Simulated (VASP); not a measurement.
The system is Cu.

```
Cu
1.0
     2.51665    0.00000    0.00000
    -1.25833    2.17948    0.00000
     0.00000    0.00000    4.10966
Cu
2
Direct
  0.33333 0.66667 0.25000
  0.66667 0.33333 0.75000
```

This cell differs from its parent crystal: equal strain along all axes, cell held: -2.0 %.

Base run:

| Item | Value |
| --- | --- |
| Program | VASP 6.6.1 |
| Functional | PBE |
| Potentials or basis | VASP PAW PBE potentials, release 64 (Cu) |
| Cutoff | 520 eV |
| k mesh | 24 × 24 × 12 |
| Occupations | gaussian, width 0.1 eV |
| Spin | no spin polarisation |

Its results: band gap on the k mesh zero (band 11 reaches 12.34 eV, above the bottom of band 12 at 6.15 eV); pressure 11.4 GPa.

Task: The run is repeated on the same cell with these changes: potentials or basis from VASP PAW PBE potentials, release 64 (Cu) to VASP PAW PBE potentials, release 64 (Cu_sv_GW); cutoff from 520 eV to 700 eV; further incar settings from ALGO = Fast; EDIFF = 1e-06; NBANDS = 18 to ALGO = Normal; EDIFF = 1e-06; NBANDS = 26; valence electrons from 22 to 38. What comes out?

Result: Band gap on the k mesh zero (band 19 reaches 12.32 eV, above the bottom of band 20 at 6.20 eV); pressure 4.4 GPa.
